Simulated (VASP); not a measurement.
Here is a VASP 6.6.1 calculation.

The input POSCAR:

```
H6C2O
1.0
    7.2936330000      0.0000000000      0.0000000000
    0.0000000000      7.2936330000      0.0000000000
    0.0000000000      0.0000000000      7.2936330000
C O H
8 4 24
Direct
    0.3467407806      0.1290029263      0.3530065195
    0.3901210823      0.3000425165      0.4734129068
    0.7626651903      0.8363458924      0.8321778735
    0.6181830098      0.9796215411      0.8785882152
    0.8476708384      0.1401633452      0.4114821790
    0.8496862949      0.2611181561      0.2388795817
    0.3080769213      0.5293521075     -0.0481104547
    0.2920355329      0.6709550645      0.1008413777
    0.2133093343      0.3869950682      0.5098145190
    0.4528470242      0.9546545597      0.7773218093
    0.9845710636      0.1974461835      0.1152374955
    0.1978849224      0.8205650051      0.0278462050
    0.2318460498      0.4962821683      0.5831661670
    0.4648712103      0.2665612597      0.5908989388
    0.4672294315      0.3951802894      0.3900525294
    0.4690666503      0.0666471702      0.2927347729
    0.2945445706      0.0254879838      0.4410970500
    0.2691799820      0.1771956445      0.2396062429
    0.3513201171      0.9300577641      0.8643017821
    0.5877317929      0.9794295929      1.0230018428
    0.6696936904      1.1180025099      0.8321504523
    0.8774091046      0.8668245304      0.9222015969
    0.7128409121      0.7040250037      0.8686480386
    0.7886741765      0.8425979207      0.6865302929
    0.9562312773      0.2595140172      0.0021662730
    0.7208616063      0.2825615163      0.1664191220
    0.8938481001      0.3925615671      0.2953123635
    0.7424146512      0.1991188753      0.4983113354
    0.7980247978      0.0092683578      0.3742716421
    0.9741235952      0.1419457217      0.4949111095
    0.1366397240      0.8989484390      0.1115356366
    0.2280893486      0.6045272637      0.2167918238
    0.4284147557      0.7186816227      0.1436595452
    0.3860764587      0.4076843461      0.0059229742
    0.1785255715      0.4853411188     -0.1118372696
    0.3805373810      0.5797796516     -0.1707790891
```

Contents of INCAR.step1:

```
PREC = Accurate
ENCUT = 580
ISMEAR = -1
SIGMA = 0.02
LREAL = Auto
LASPH = T
NELM = 120
NBANDS = 64
GGA = PE
ALGO = Normal
EDIFF = 1E-5
LWAVE = T
LCHARG = F
GGA_COMPAT = F
```

File INCAR.step2:

```
PREC = Accurate
ENCUT = 580
EDIFF = 1E-6
ISMEAR = -1
SIGMA = 0.02
LREAL = Auto
LASPH = T
NELM = 120
ALGO = Normal
ISIF = 2
LWAVE = F
LCHARG = F
METAGGA = R2SCAN
LMIXTAU = T
NBANDS = 64
ISTART = 1
GGA_COMPAT = F
```

File KPOINTS:

```
regular mesh
0
Gamma
  1 1 1
```

Potentials or basis: VASP PAW PBE potentials, release 64 (C, O, H).

The run is started by

```console
$ cat potpaw_PBE.64/C/POTCAR potpaw_PBE.64/O/POTCAR potpaw_PBE.64/H/POTCAR > POTCAR
$ cp INCAR.step1 INCAR
$ mpirun -np 1 vasp_gam > vasp.out
$ cp INCAR.step2 INCAR
$ mpirun -np 1 vasp_gam > vasp.out
```

Predict the largest force.

2.942 eV/Å.

Estimate the pressure.

1.0 GPa.

Forces on the atoms (eV/Å):
```
C    1.855  1.158  0.826
C   -1.553 -0.103 -2.497
C   -0.572  1.144  0.637
C    0.051  0.687 -1.378
C   -0.515  1.282 -0.310
C    0.987  0.415  1.891
C    0.872 -1.053 -0.827
C    0.731 -0.490 -0.180
O    0.387 -0.280  0.320
O   -0.789 -0.313  0.363
O    0.047 -0.323 -0.764
O   -0.514  0.486 -1.236
H    0.134 -0.240 -0.122
H    0.570 -0.418  1.669
H    0.545  0.410 -0.199
H    0.313  0.327  0.233
H   -1.051 -0.692  0.262
H   -1.116 -0.139 -0.437
H    0.542  0.002 -0.502
H    0.041  0.221  0.628
H   -0.003 -0.579  0.690
H    0.525 -0.103 -0.498
H   -0.373 -1.019  0.137
H    0.508 -0.075 -0.207
H    0.400 -0.172 -0.292
H   -0.421 -0.422  0.293
H   -0.022  0.599 -0.310
H   -0.221  0.051  0.314
H   -0.030 -1.514 -0.058
H   -0.279 -0.068 -0.821
H   -0.276  0.534  0.918
H   -0.518  0.159  0.528
H    0.143 -0.271  0.093
H   -0.637  0.634 -0.482
H   -0.133 -0.062  0.846
H    0.372  0.226  0.471
```

Caveat: the k points lie up to 0.86 Å⁻¹ apart; the atoms stand as in a frame of molecular dynamics; the PAW data sets were made with another functional, which shifts forces and pressure a little.
